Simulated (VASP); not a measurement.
GaP: single point with PBE

GaP:

```
CELL_PARAMETERS angstrom
3.22566 0.00000 0.00000
0.00000 3.22566 0.00000
0.00000 0.00000 3.22566
ATOMIC_POSITIONS crystal
Ga 0.50000 0.50000 0.50000
P 0.00000 0.00000 0.00000
```

| Quantity | Value |
| --- | --- |
| Program | VASP 6.6.1 |
| Task | single point |
| Functional | PBE |
| Potentials or basis | VASP PAW PBE potentials, release 64 (Ga_d, P) |
| Cutoff | 500 eV |
| k mesh | 6 × 6 × 6 |
| Occupations | gaussian, width 0.2 eV |
| Spin | no spin polarisation |
| Dipole correction | no |
| Further INCAR settings | ALGO = Normal; EDIFF = 1e-06; NBANDS = 16 |

```
Pressure               : -0.3 GPa
Band gap on the k mesh : zero (band 9 reaches 8.23 eV, above the bottom of band 10 at 5.27 eV)
```

Levels at points of the mesh, in eV from the Fermi level:
```
           k point  band 6  band 7  band 8  band 9  band 10  band 11  band 12  band 13
(0.00, 0.00, 0.00)  -13.48   -1.07   -0.67   -0.67    -0.67     4.55     4.55    10.59
(0.50, 0.00, 0.00)  -11.14   -8.50    1.27    1.27     3.51     3.88     5.02     5.02
(0.50, 0.50, 0.00)   -9.02   -5.41   -5.41   -4.59     2.09     7.63     7.63     8.24
(0.50, 0.50, 0.50)   -7.83   -2.70   -2.70   -2.70    -1.46    -0.56    -0.56    -0.56
```

It took 19 s on 1 thread of AMD EPYC 7R13, with other jobs on the host, peak memory 0.11 GiB.
